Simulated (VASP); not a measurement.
# C (P6_3/mmc) in VASP: vibrations by perturbation theory with LDA

Aim: the vibrations by perturbation theory of C with LDA.

Program: VASP 6.6.1. These are calculated values, not measurements. Logs are shortened: lines on timing, memory, paths and dates and some standing lists are left out, and cuts for length are marked.

## 1. The cell of the first run

The structure is hexagonal, space group P6_3/mmc (No. 194). Conventional cell: a = 2.446 Å, b = 2.446 Å, c = 6.774 Å, α = 90.00°, β = 90.00°, γ = 120.00°. C (site symmetry -6m2) has 3 C at 1.41 Å within 1.9 Å. C (site symmetry -6m2) has 3 C at 1.41 Å within 1.9 Å.

## 2. Vibrations by perturbation theory, LDA (phonons at volume x 1.02)

INCAR

```
PREC = Accurate
ENCUT = 520
EDIFF = 1E-8
ISMEAR = -1
SIGMA = 0.15
LREAL = F
LASPH = T
NELM = 100
ALGO = Normal
ISIF = 2
LWAVE = F
LCHARG = F
NBANDS = 16
IBRION = 8
NSW = 1
```

KPOINTS

```
regular mesh
0
Gamma
  21 21 6
```

POSCAR

```
C
1.0
    2.4459432288      0.0000000000      0.0000000000
   -1.2229716144      2.1182489723      0.0000000000
    0.0000000000      0.0000000000      6.7743657237
C
4
Direct
    0.0000000000      0.0000000000      0.2500000000
    0.0000000000      0.0000000000      0.7500000000
    0.3333333333      0.6666666667      0.2500000000
    0.6666666667      0.3333333333      0.7500000000
```

Potentials or basis: VASP PAW LDA potentials, release 64 (C).

Started as:

```console
cat potpaw_LDA.64/C/POTCAR > POTCAR
mpirun -np 1 vasp_std > vasp.out
```

OUTCAR:

```text
PREC = Accurate
   ENCUT = 520
   EDIFF = 1E-8
   ISMEAR = -1
   LREAL = F
   LASPH = T
   NELM = 100
   ISIF = 2
   IBRION = 8
   NSW = 1

 ion  position               nearest neighbor table
   1  0.000  0.000  0.250-   3 1.41   3 1.41   3 1.41
   2  0.000  0.000  0.750-   4 1.41   4 1.41   4 1.41
   3  0.333  0.667  0.250-   1 1.41   1 1.41   1 1.41
   4  0.667  0.333  0.750-   2 1.41   2 1.41   2 1.41

  LATTYP: Found a hexagonal cell.
 ALAT       =     2.4459432288
 C/A-ratio  =     2.7696332621

  Lattice vectors:

 A1 = (   2.4459432288,   0.0000000000,   0.0000000000)
 A2 = (  -1.2229716144,   2.1182489723,   0.0000000000)
 A3 = (   0.0000000000,   0.0000000000,   6.7743657237)

Analysis of symmetry for initial positions (statically):
=====================================================================
 Subroutine PRICEL returns:
 Original cell was already a primitive cell.

 Routine SETGRP: Setting up the symmetry group for a
 hexagonal supercell.

 Subroutine GETGRP returns: Found 24 space group operations
 (whereof 12 operations were pure point group operations)
 out of a pool of 24 trial point group operations.

The static configuration has the point symmetry D_3d.
 The point group associated with its full space group is D_6h.

Analysis of symmetry for dynamics (positions and initial velocities):
=====================================================================
 Subroutine PRICEL returns:
 Original cell was already a primitive cell.

 Routine SETGRP: Setting up the symmetry group for a
 hexagonal supercell.

 Subroutine GETGRP returns: Found 24 space group operations
 (whereof 12 operations were pure point group operations)
 out of a pool of 24 trial point group operations.

The dynamic configuration has the point symmetry D_3d.
 The point group associated with its full space group is D_6h.

 Subroutine INISYM returns: Found 24 space group operations
 (whereof 12 operations are pure point group operations),
 and found     1 'primitive' translations

----------------------------------------------------------------------------------------

                                     Primitive cell

  volume of cell :      35.0988

  direct lattice vectors                    reciprocal lattice vectors
     2.445943229  0.000000000  0.000000000     0.408840233  0.236044019  0.000000000
    -1.222971614  2.118248972  0.000000000     0.000000000  0.472088037  0.000000000
     0.000000000  0.000000000  6.774365724     0.000000000  0.000000000  0.147615296

  length of vectors
     2.445943229  2.445943229  6.774365724     0.472088037  0.472088037  0.147615296

  position of ions in fractional coordinates (direct lattice)
     0.000000000  0.000000000  0.250000000
     0.000000000  0.000000000  0.750000000
     0.333333333  0.666666667  0.250000000
     0.666666667  0.333333333  0.750000000

  ion indices of the primitive-cell ions
   primitive index   ion index
                 1           1
                 2           2
                 3           3
                 4           4

----------------------------------------------------------------------------------------

 KPOINTS: regular mesh

Automatic generation of k-mesh.
 Grid dimensions read from file:
 generate k-points for:   21   21    6

 Generating k-lattice:

  Cartesian coordinates                     Fractional coordinates (reciprocal lattice)
     0.019468583  0.011240191  0.000000000     0.047619048  0.000000000  0.000000000
     0.000000000  0.022480383  0.000000000     0.000000000  0.047619048  0.000000000
     0.000000000  0.000000000  0.024602549     0.000000000  0.000000000  0.166666667

  Length of vectors
     0.022480383  0.022480383  0.024602549

  Shift w.r.t. Gamma in fractional coordinates (k-lattice)
[... 62 lines left out ...]
   PSTRESS=    0.0 pullay stress
   NELECT =      16.0000    total number of electrons
   NUPDOWN=      -1.0000    fix difference up-down
   EMIN   =  10.00;   EMAX   =-10.00  energy-range for DOS
   EFERMI =   0.00;   METHOD = LEGACY
   ISMEAR =    -1;   SIGMA  =   0.15  broadening in eV -4-tet -1-fermi 0-gaus
   EFERMI_NEDOS =   21; number of points for ismear=-14 and -15
   IALGO  =     38    algorithm
   IMIX   =      4    mixing-type and parameters
     AMIX     =   0.40;   BMIX     =  1.00
     AMIX_MAG =   1.60;   BMIX_MAG =  1.00
  volume/ion in A,a.u.               =       8.77        59.21
  Fermi-wavevector in a.u.,A,eV,Ry     =   1.259943  2.380947 21.598647  1.587456
  Thomas-Fermi vector in A             =   2.393477
   LORBIT       =      0    0 simple, 1 ext, 2 COOP (PROOUT), +10 PAW based schemes
   GGA     = CA    functional components
   LHFCALC =     F    Hartree Fock is set to
   AEXX    =    0.0000 exact exchange contribution
   IVDW    =     0    specifies the selected vdW correction
   LEPSILON=     F    determine dielectric tensor
   LRPA    =     F    only Hartree local field effects (RPA)
 non-spin polarized calculation
  energy-cutoff  :      520.00
  volume of cell :       35.10
 maximum number of plane-waves:       967
   NGX =  9   NGY =  9   NGZ = 25

--------------------------------------- Ionic step        1  -------------------------------------------

 number of electron      15.9999995 magnetization

 Free energy of the ion-electron system (eV)
  ---------------------------------------------------
  ext. energy  EPLUGINS =         0.00000000
  ---------------------------------------------------
  free energy    TOTEN  =       -40.44852723 eV

  energy without entropy =      -40.44381176  energy(sigma->0) =      -40.44616949

 E-fermi :   4.6137     XC(G=0): -10.7387

 val. band max:        4.6063518345   @ k =   0.3333   0.3333   0.3333
 cond. band min:       4.6146208169   @ k =   0.3333   0.3333   0.5000
 fundamental gap:      0.0082689824
 Fermi energy:         4.6136680798

 k-point     1 :       0.0000    0.0000    0.0000
  band No.  band energies     occupation
      1     -15.0006      2.00000
      2     -14.7053      2.00000
      3      -4.0924      2.00000
      4      -2.1431      2.00000
      5       1.6082      2.00000
      6       1.6082      2.00000
[... 433 lines left out ...]
      3      -2.5093      2.00000
      4      -2.4341      2.00000
      5      -2.2415      2.00000
      6      -0.9328      2.00000
[... 8 lines left out ...]
     15      16.8170      0.00000
     16      17.0193      0.00000

 [... further k-points ...]
[... 5 lines left out ...]
  --------------------------------------------------------------------------------------
  -------------------------------------------------------------------------------------
  Total        0.1701482      0.1701482     -0.1332911      0.0000000      0.0000000      0.0000000
  in kB        7.7668677      7.7668677     -6.0844279      0.0000000      0.0000000      0.0000000
  external PRESSURE =       3.1497692 kB  Pullay stress =       0.0000000 kB

 VOLUME and BASIS-vectors are now :
 -----------------------------------------------------------------------------
  energy-cutoff  :      520.00
  volume of cell :       35.10
      direct lattice vectors                 reciprocal lattice vectors
     2.445943229  0.000000000  0.000000000     0.408840233  0.236044019  0.000000000
    -1.222971614  2.118248972  0.000000000     0.000000000  0.472088037  0.000000000
     0.000000000  0.000000000  6.774365724     0.000000000  0.000000000  0.147615296

 POSITION                                       TOTAL-FORCE (eV/Angst)
 -----------------------------------------------------------------------------------
      0.00000      0.00000      1.69359        -0.000000      0.000000      0.000000
      0.00000      0.00000      5.08077         0.000000     -0.000000     -0.000000
     -0.00000      1.41217      1.69359         0.000000     -0.000000     -0.000000
      1.22297      0.70608      5.08077        -0.000000     -0.000000      0.000000
 -----------------------------------------------------------------------------------
    total drift:                                0.000000     -0.000000      0.000000

  FREE ENERGIE OF THE ION-ELECTRON SYSTEM (eV)
  ---------------------------------------------------
  free  energy   TOTEN  =       -40.4485272269 eV

  energy  without entropy=      -40.4438117570  energy(sigma->0) =      -40.44616949

[... ionic steps 2 to 9 ...]

--------------------------------------- Ionic step       10  -------------------------------------------

------------------------ aborting loop because EDIFF is reached ----------------------------------------

[... ionic steps 11 to 11 ...]

--------------------------------------- Ionic step       12  -------------------------------------------

 Free energy of the ion-electron system (eV)
  ---------------------------------------------------
  ---------------------------------------------------
  free energy    TOTEN  =        -0.13791598 eV

  energy without entropy =       -0.13791598

------------------------ aborting loop because EDIFF is reached ----------------------------------------

 INTERNAL STRAIN TENSOR  FOR ION    3  DIRECTION 3   (eV/Angst):
 -----------------------------------------------------------------------------
    -0.00025 -0.00000  0.00000
     0.00000 -0.00025  0.00000
     0.00000  0.00000  0.00137

 INTERNAL STRAIN TENSOR FOR ION    4 for displacements in x,y,z  (eV/Angst):
          X           Y           Z          XY          YZ          ZX
  --------------------------------------------------------------------------------
  x     0.00000     0.00000     0.00000   -12.99508     0.00000     0.00000
  y   -12.99508    12.99508    -0.00000     0.00000     0.00000     0.00000
  z    -0.00000    -0.00000    -0.00000     0.00000     0.00000     0.00000

 SECOND DERIVATIVES (NOT SYMMETRIZED)
 ------------------------------------
               1X          1Y          1Z          2X          2Y          2Z          3X          3Y          3Z          4X          4Y          4Z
  1X   -56.443121    0.000000    0.000000   -0.141266    0.000000    0.000000   56.432563    0.000000    0.000000    0.151824    0.000000    0.000000
  1Y     0.000000  -56.443121    0.000000    0.000000   -0.141266    0.000000    0.000000   56.432563    0.000000    0.000000    0.151824    0.000000
  1Z    -0.000000    0.000000  -17.373871   -0.000000    0.000000   -0.038566    0.000000    0.000000   17.228289   -0.000000    0.000000    0.184148
  2X    -0.141266    0.000000    0.000000  -56.443121    0.000000    0.000000    0.151824    0.000000    0.000000   56.432563    0.000000    0.000000
  2Y     0.000000   -0.141266    0.000000    0.000000  -56.443121    0.000000    0.000000    0.151824    0.000000    0.000000   56.432563    0.000000
  2Z    -0.000000    0.000000   -0.038566   -0.000000    0.000000  -17.373871   -0.000000    0.000000    0.184148    0.000000    0.000000   17.228289
  3X    56.395080    0.000000    0.000000    0.161635    0.000000    0.000000  -56.427748    0.000000    0.000000   -0.128967   -0.000000    0.000000
  3Y     0.000000   56.395080    0.000000    0.000000    0.161635    0.000000    0.000000  -56.427748    0.000000    0.000000   -0.128967    0.000000
  3Z     0.000000    0.000000   17.228155    0.000000   -0.000000    0.184603    0.000000    0.000000  -17.484682    0.000000    0.000000    0.071925
  4X     0.161635    0.000000    0.000000   56.395080    0.000000    0.000000   -0.128967   -0.000000    0.000000  -56.427748    0.000000    0.000000
  4Y     0.000000    0.161635    0.000000    0.000000   56.395080    0.000000    0.000000   -0.128967    0.000000    0.000000  -56.427748    0.000000
  4Z     0.000000   -0.000000    0.184603    0.000000    0.000000   17.228155    0.000000    0.000000    0.071925    0.000000    0.000000  -17.484682

 Eigenvectors and eigenvalues of the dynamical matrix
 ----------------------------------------------------

   1 f  =   47.981227 THz   301.474939 2PiTHz 1600.481450 cm-1   198.434320 meV
             X         Y         Z           dx          dy          dz
      0.000000  0.000000  1.693591    -0.500061    0.000000    0.000000
      0.000000  0.000000  5.080774    -0.500061    0.000000   -0.000000
     -0.000000  1.412166  1.693591     0.499939   -0.000000   -0.000000
      1.222972  0.706083  5.080774     0.499939   -0.000000   -0.000000
[... 71 lines left out ...]
  12 f/i=    0.005868 THz     0.036868 2PiTHz    0.195725 cm-1     0.024267 meV
             X         Y         Z           dx          dy          dz
      0.000000  0.000000  1.693591    -0.024985    0.499314    0.000000
      0.000000  0.000000  5.080774    -0.024985    0.499314    0.000000
     -0.000000  1.412166  1.693591    -0.024991    0.499436    0.000000
      1.222972  0.706083  5.080774    -0.024991    0.499436    0.000000

--------------------------------------------------------------------------------------------------------

 ELASTIC MODULI CONTR FROM IONIC RELAXATION (kBar)
 Direction    XX          YY          ZZ          XY          YZ          ZX
 --------------------------------------------------------------------------------
 XX        -277.2638    277.2638     -0.0000      0.0000     -0.0000      0.0000
 YY         277.2638   -277.2638      0.0000     -0.0000      0.0000      0.0000
 ZZ          -0.0000      0.0000     -0.0000      0.0000      0.0000      0.0000
 XY           0.0000     -0.0000      0.0000   -277.2638      0.0000      0.0000
 YZ          -0.0000      0.0000      0.0000      0.0000     -0.0000      0.0000
 ZX           0.0000      0.0000      0.0000      0.0000      0.0000      0.0000
 --------------------------------------------------------------------------------
```

Wall time 13 min (1 thread of AMD EPYC 9R45 (Zen 5), shared host); peak memory 0.84 GiB.

Results:

- Highest phonon frequency at Γ: 1600 cm⁻¹

Phonon frequencies in cm⁻¹ (negative: imaginary):
| q point | frequencies |
| --- | --- |
| (0.000, 0.000, 0.000) | 0 0 0 31 31 95 884 888 1596 1596 1600 1600 |

Caveat: the cell differs from its parent crystal (phonons at volume x 1.02).
